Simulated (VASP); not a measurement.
# Ag (Fm-3m) in VASP: notebook

The runs below take Ag through single point, relaxation of cell and atoms, with PBEsol.

All numbers are computed with VASP 6.6.1; they aren't measurements. Logs are shortened: lines on timing, memory, paths and dates and some standing lists are left out, and cuts for length are marked.

## Step 1: The cell of the first run

The structure is cubic, space group Fm-3m (No. 225). The conventional cell has a = 4.054 Å, b = 4.054 Å, c = 4.054 Å, α = 90.00°, β = 90.00°, γ = 90.00°. Ag (site symmetry m-3m) has 12 Ag at 2.87 Å within 3.8 Å.

## Step 2: Single point, PBEsol

File INCAR:

```
SYSTEM = Ag
PREC     = Accurate       ! precision mode
ENCUT    = 500            ! plane-wave cutoff, eV
EDIFF    = 1E-6           ! SCF threshold, eV
ISMEAR   = -1             ! smearing method
SIGMA    = 0.1            ! smearing width, eV
LREAL    = .FALSE.        ! projectors in reciprocal space
LASPH    = .TRUE.         ! aspherical terms in the spheres
NELM     = 120            ! most SCF steps
ALGO     = Normal         ! electronic algorithm
ISIF     = 2              ! what is computed and relaxed
LWAVE    = .FALSE.        ! write WAVECAR
LCHARG   = .TRUE.         ! write CHGCAR
GGA      = PS             ! functional
LELF     = .TRUE.         ! ELF
LVHAR    = .TRUE.       
NBANDS   = 12             ! bands
GGA_COMPAT= .FALSE.
```

File KPOINTS:

```
regular mesh
0
G
  18 18 18
  0 0 0
```

File POSCAR:

```
Ag
1.0
    0.0000000000      2.0272419040      2.0272419040
    2.0272419040      0.0000000000      2.0272419040
    2.0272419040      2.0272419040      0.0000000000
Ag
1
Direct
    0.0000000000      0.0000000000      0.0000000000
```

Potentials or basis: VASP PAW PBE potentials, release 64 (Ag).

On the command line:

```
$ cat potpaw_PBE.64/Ag/POTCAR > POTCAR
$ mpirun -np 1 vasp_std > vasp.out
```

OUTCAR:

```text
SYSTEM = Ag
   PREC = Accurate
   ENCUT = 500
   EDIFF = 1E-6
   ISMEAR = -1
   LREAL = .FALSE.
   LASPH = .TRUE.
   NELM = 120
   ISIF = 2
   GGA = PS

 ion  position               nearest neighbor table
   1  0.000  0.000  0.000-

  LATTYP: Found a face centered cubic cell.
 ALAT       =     4.0544838080

  Lattice vectors:

 A1 = (   0.0000000000,   2.0272419040,   2.0272419040)
 A2 = (   2.0272419040,   0.0000000000,   2.0272419040)
 A3 = (   2.0272419040,   2.0272419040,   0.0000000000)

Analysis of symmetry for initial positions (statically):
=====================================================================
 Subroutine PRICEL returns:
 Original cell was already a primitive cell.

 Routine SETGRP: Setting up the symmetry group for a
 face centered cubic supercell.

 Subroutine GETGRP returns: Found 48 space group operations
 (whereof 48 operations were pure point group operations)
 out of a pool of 48 trial point group operations.

The static configuration has the point symmetry O_h .

Analysis of symmetry for dynamics (positions and initial velocities):
=====================================================================
 Subroutine PRICEL returns:
 Original cell was already a primitive cell.

 Routine SETGRP: Setting up the symmetry group for a
 face centered cubic supercell.

 Subroutine GETGRP returns: Found 48 space group operations
 (whereof 48 operations were pure point group operations)
 out of a pool of 48 trial point group operations.

The dynamic configuration has the point symmetry O_h .

 Subroutine INISYM returns: Found 48 space group operations
 (whereof 48 operations are pure point group operations),
 and found     1 'primitive' translations

----------------------------------------------------------------------------------------

                                     Primitive cell

  volume of cell :      16.6628

  direct lattice vectors                    reciprocal lattice vectors
     0.000000000  2.027241904  2.027241904    -0.246640521  0.246640521  0.246640521
     2.027241904  0.000000000  2.027241904     0.246640521 -0.246640521  0.246640521
     2.027241904  2.027241904  0.000000000     0.246640521  0.246640521 -0.246640521

  length of vectors
     2.866952995  2.866952995  2.866952995     0.427193914  0.427193914  0.427193914

  position of ions in fractional coordinates (direct lattice)
     0.000000000  0.000000000  0.000000000

  ion indices of the primitive-cell ions
   primitive index   ion index
[... 75 lines left out ...]
   EDIFFG = 0.1E-04   stopping-criterion for IOM
   NSW    =      0    number of steps for IOM
   IBRION =     -1    ionic relax: 0-MD 1-quasi-New 2-CG
   NFREE  =      0    steps in history (QN), initial steepest desc. (CG)
   ISIF   =      2    stress and relaxation
   ISYM   =      2    0-nonsym 1-usesym 2-fastsym
   POTIM  = 0.5000    time-step for ionic-motion
   TEBEG  =    0.0;   TEEND  =   0.0 temperature during run
   PSTRESS=    0.0 pullay stress
   NELECT =      11.0000    total number of electrons
   NUPDOWN=      -1.0000    fix difference up-down
   EMIN   =  10.00;   EMAX   =-10.00  energy-range for DOS
   EFERMI =   0.00;   METHOD = LEGACY
   ISMEAR =    -1;   SIGMA  =   0.10  broadening in eV -4-tet -1-fermi 0-gaus
   EFERMI_NEDOS =   21; number of points for ismear=-14 and -15
   IALGO  =     38    algorithm
   IMIX   =      4    mixing-type and parameters
     AMIX     =   0.40;   BMIX     =  1.00
     AMIX_MAG =   1.60;   BMIX_MAG =  1.00
  volume/ion in A,a.u.               =      16.66       112.45
  Fermi-wavevector in a.u.,A,eV,Ry     =   1.425466  2.693740 27.646398  2.031953
  Thomas-Fermi vector in A             =   2.545847
   LORBIT       =      0    0 simple, 1 ext, 2 COOP (PROOUT), +10 PAW based schemes
   GGA     = PS    functional components
   LHFCALC =     F    Hartree Fock is set to
   AEXX    =    0.0000 exact exchange contribution
   IVDW    =     0    specifies the selected vdW correction
   LEPSILON=     F    determine dielectric tensor
   LRPA    =     F    only Hartree local field effects (RPA)
 non-spin polarized calculation
  energy-cutoff  :      500.00
  volume of cell :       16.66
 maximum number of plane-waves:       444
 NGX is ok and might be reduce to    24
   NGX = 11   NGY = 11   NGZ = 11

 number of electron      11.0000001 magnetization

 Free energy of the ion-electron system (eV)
  ---------------------------------------------------
  ext. energy  EPLUGINS =         0.00000000
  ---------------------------------------------------
  free energy    TOTEN  =        -3.31502826 eV

  energy without entropy =       -3.30760831  energy(sigma->0) =       -3.31131829

 E-fermi :   8.5305     XC(G=0): -12.5498

 val. band max:        8.4622394050   @ k =   0.5000   0.1667   0.0556
 cond. band min:       8.6527320155   @ k =   0.5000   0.3333   0.1111
 fundamental gap:      0.1904926105
 Fermi energy:         8.5304862652

 k-point     1 :       0.0000    0.0000    0.0000
  band No.  band energies     occupation
      1       0.5528      2.00000
      2       3.7004      2.00000
      3       3.7004      2.00000
      4       3.7004      2.00000
      5       4.7906      2.00000
      6       4.7906      2.00000
      7      24.5885      0.00000
      8      28.2974      0.00000
      9      28.2974      0.00000
     10      28.2974      0.00000
     11      33.1754      0.00000
     12      34.4550      0.00000
[... 331 lines left out ...]
 k-point    24 :      -0.2222    0.0556    0.0000
  band No.  band energies     occupation
      1       2.0144      2.00000
      2       3.6838      2.00000
      3       3.9569      2.00000
      4       3.9663      2.00000
      5       4.7370      2.00000
      6       5.1158      2.00000
      7      20.2609      0.00000
      8      24.8837      0.00000
      9      27.3832      0.00000
     10      30.0285      0.00000
     11      30.4989      0.00000
     12      31.5462      0.00000

 [... further k-points ...]
[... 5 lines left out ...]
  --------------------------------------------------------------------------------------
  -------------------------------------------------------------------------------------
  Total       -0.0189542     -0.0189542     -0.0189542      0.0000000      0.0000000     -0.0000000
  in kB       -1.8225042     -1.8225042     -1.8225042      0.0000000      0.0000000     -0.0000000
  external PRESSURE =      -1.8225042 kB  Pullay stress =       0.0000000 kB

 VOLUME and BASIS-vectors are now :
 -----------------------------------------------------------------------------
  energy-cutoff  :      500.00
  volume of cell :       16.66
      direct lattice vectors                 reciprocal lattice vectors
     0.000000000  2.027241904  2.027241904    -0.246640521  0.246640521  0.246640521
     2.027241904  0.000000000  2.027241904     0.246640521 -0.246640521  0.246640521
     2.027241904  2.027241904  0.000000000     0.246640521  0.246640521 -0.246640521

 POSITION                                       TOTAL-FORCE (eV/Angst)
 -----------------------------------------------------------------------------------
      0.00000      0.00000      0.00000        -0.000000      0.000000     -0.000000
 -----------------------------------------------------------------------------------
    total drift:                               -0.000000      0.000000     -0.000000

  FREE ENERGIE OF THE ION-ELECTRON SYSTEM (eV)
  ---------------------------------------------------
  free  energy   TOTEN  =        -3.3150282646 eV

  energy  without entropy=       -3.3076083126  energy(sigma->0) =       -3.31131829
```

stdout:

```text
POSCAR found type information on POSCAR Ag
 POSCAR found :  1 types and       1 ions
 scaLAPACK will be used
 -----------------------------------------------------------------------------
|                                                                             |
|                                                                             |
|     You enforced a specific xc type in the INCAR file but a different       |
|     I HOPE YOU KNOW WHAT YOU ARE DOING!                                     |
|                                                                             |
 -----------------------------------------------------------------------------

 LDA part: xc-table for (Slater+PW92), standard interpolation
 POSCAR, INCAR and KPOINTS ok, starting setup
 FFT: planning ... GRIDC
 FFT: planning ... GRID_SOFT
 FFT: planning ... GRID
 WAVECAR not read
 entering main loop
```

Wall time 23 s (1 thread of Intel Xeon Platinum 8259CL at 2.50GHz (Skylake/Cascade Lake), shared host); peak memory 0.17 GiB.

What came out:

| Property | Result |
| --- | --- |
| Free energy | -3.3150 eV |
| Pressure | -0.2 GPa |
| Band gap on the k mesh | zero (an odd number of electrons rules out a gap without spin polarisation) |

Levels at points of the mesh, in eV from the Fermi level:
| k point | band 3 | band 4 | band 5 | band 6 | band 7 | band 8 | band 9 | band 10 |
| --- | --- | --- | --- | --- | --- | --- | --- | --- |
| (0.00, 0.00, 0.00) | -4.83 | -4.83 | -3.74 | -3.74 | 16.06 | 19.77 | 19.77 | 19.77 |
| (0.50, 0.00, 0.00) | -4.85 | -2.91 | -2.91 | -0.50 | 3.74 | 15.29 | 18.07 | 18.07 |
| (0.50, 0.50, 0.00) | -2.94 | -2.69 | -2.69 | 1.54 | 6.92 | 10.74 | 10.74 | 17.46 |

Caveat: the PAW data sets were made with another functional, which shifts forces and pressure a little.

## Step 3: Relaxation of cell and atoms, PBEsol

This run uses another cell than the first one, of 17.10 Å³/atom.

File INCAR:

```
SYSTEM = Ag
PREC = Accurate
ENCUT = 500
EDIFF = 1E-7
ISMEAR = -1
SIGMA = 0.1
LREAL = .False.
LASPH = .True.
NELM = 120
ALGO = Normal
ISIF = 3
LWAVE = .False.
LCHARG = .False.
GGA = PS
IBRION = 2
NSW = 80
EDIFFG = -0.02
GGA_COMPAT = .False.
NELMIN = 4
```

File KPOINTS:

```
Automatic mesh
0
Gamma
  18 18 18
  0 0 0
```

File POSCAR:

```
Ag
1.0
    0.0000000000      2.0450000000      2.0450000000
    2.0450000000      0.0000000000      2.0450000000
    2.0450000000      2.0450000000      0.0000000000
Ag
1
Direct
    0.0000000000      0.0000000000      0.0000000000
```

Potentials or basis: VASP PAW PBE potentials, release 64 (Ag).

On the command line:

```
$ cat potpaw_PBE.64/Ag/POTCAR > POTCAR
$ mpirun -np 1 vasp_std > vasp.out
```

OUTCAR:

```text
SYSTEM = Ag
   PREC = Accurate
   ENCUT = 500
   EDIFF = 1E-7
   ISMEAR = -1
   LREAL = .False.
   LASPH = .True.
   NELM = 120
   ISIF = 3
   GGA = PS
   IBRION = 2
   NSW = 80
   EDIFFG = -0.02
   NELMIN = 4

 ion  position               nearest neighbor table
   1  0.000  0.000  0.000-

  LATTYP: Found a face centered cubic cell.
 ALAT       =     4.0900000000

  Lattice vectors:

 A1 = (   0.0000000000,   2.0450000000,   2.0450000000)
 A2 = (   2.0450000000,   0.0000000000,   2.0450000000)
 A3 = (   2.0450000000,   2.0450000000,   0.0000000000)

Analysis of symmetry for initial positions (statically):
=====================================================================
 Subroutine PRICEL returns:
[... 247 lines left out ...]

  energy without entropy =       -3.30782570  energy(sigma->0) =       -3.31153435

 E-fermi :   8.5553     XC(G=0): -12.5601

 val. band max:        8.4866601947   @ k =   0.5000   0.1667   0.0556
 cond. band min:       8.6784070191   @ k =   0.5000   0.3333   0.1111
 fundamental gap:      0.1917468244
 Fermi energy:         8.5552780686

 k-point     1 :       0.0000    0.0000    0.0000
  band No.  band energies     occupation
      1       0.5643      2.00000
      2       3.7183      2.00000
      3       3.7183      2.00000
      4       3.7183      2.00000
      5       4.8119      2.00000
      6       4.8119      2.00000
      7      24.6164      0.00000
      8      28.3354      0.00000
      9      28.3354      0.00000
[... 265 lines left out ...]
 k-point    24 :      -0.2222    0.0556    0.0000
  band No.  band energies     occupation
      1       2.0278      2.00000
      2       3.7011      2.00000
      3       3.9755      2.00000
      4       3.9848      2.00000
      5       4.7580      2.00000
      6       5.1379      2.00000
      7      20.2988      0.00000
      8      24.9173      0.00000
      9      27.4256      0.00000

 [... further k-points ...]
[... 5 lines left out ...]
  --------------------------------------------------------------------------------------
  -------------------------------------------------------------------------------------
  Total       -0.0001908     -0.0001908     -0.0001908     -0.0000000      0.0000000     -0.0000000
  in kB       -0.0183750     -0.0183750     -0.0183750     -0.0000000      0.0000000     -0.0000000
  external PRESSURE =      -0.0183750 kB  Pullay stress =       0.0000000 kB
[... 16 lines left out ...]
  FREE ENERGIE OF THE ION-ELECTRON SYSTEM (eV)
  ---------------------------------------------------
  free  energy   TOTEN  =        -3.3152429979 eV

  energy  without entropy=       -3.3078256994  energy(sigma->0) =       -3.31153435

 reached required accuracy - stopping structural energy minimisation
```

OSZICAR:

```text
N       E                     dE             d eps       ncg     rms          rms(c)
DAV:   1     0.423090510559E+02    0.42309E+02   -0.56113E+03  3654   0.107E+03
DAV:   2    -0.329994479470E+01   -0.45609E+02   -0.43544E+02  3591   0.202E+02
[... 22 lines left out ...]
DAV:   1    -0.337172194966E+01   -0.58833E-01   -0.10706E+00  3555   0.129E+01    0.153E+00
DAV:   2    -0.331702808638E+01    0.54694E-01   -0.23521E-01  3549   0.533E+00    0.510E-01
DAV:   3    -0.331559829405E+01    0.14298E-02   -0.36405E-03  3601   0.609E-01    0.337E-01
DAV:   4    -0.331524080200E+01    0.35749E-03   -0.47857E-04  3717   0.212E-01    0.129E-02
DAV:   5    -0.331524229863E+01   -0.14966E-05   -0.15758E-05  3783   0.391E-02    0.604E-03
DAV:   6    -0.331524299762E+01   -0.69899E-06   -0.98031E-07  3765   0.117E-02    0.520E-04
DAV:   7    -0.331524299788E+01   -0.26171E-09   -0.30918E-09  1997   0.647E-04
   3 F= -.33152430E+01 E0= -.33115343E+01  d E =-.460953E-02
```

Wall time 42 s (1 thread of Intel Xeon Platinum 8259CL at 2.50GHz (Skylake/Cascade Lake), shared host); peak memory 0.17 GiB.

What came out:

```yaml
Free_energy: -3.3152 eV
Relaxed_volume: 16.63 Å³/atom
Relaxed_cell: a = 2.865 Å, b = 2.865 Å, c = 2.865 Å, α = 60.00°, β = 60.00°, γ = 60.00°
Space_group_after_relaxing_to_0.1_Å: Fm-3m (No. 225)
Energy_gained_by_relaxing: 4.6 meV/atom
Ionic_steps: 3
Pressure_after_relaxing: 0.0 GPa
Band_gap_on_the_k_mesh: zero (an odd number of electrons rules out a gap without spin polarisation)
```

The path:
```csv
step,energy change (eV),largest force (eV/Å),pressure (GPa),volume (Å³)
1,0.0000,0.0000,-3.04,17.10
2,-0.0023,0.0000,2.42,16.31
3,-0.0046,0.0000,0.00,16.63
```

Final structure:
```
Ag
1.0
     0.00000    2.02608    2.02608
     2.02608    0.00000    2.02608
     2.02608    2.02608    0.00000
Ag
1
Direct
  0.00000 0.00000 0.00000
```

Caveat: the PAW data sets were made with another functional, which shifts forces and pressure a little.
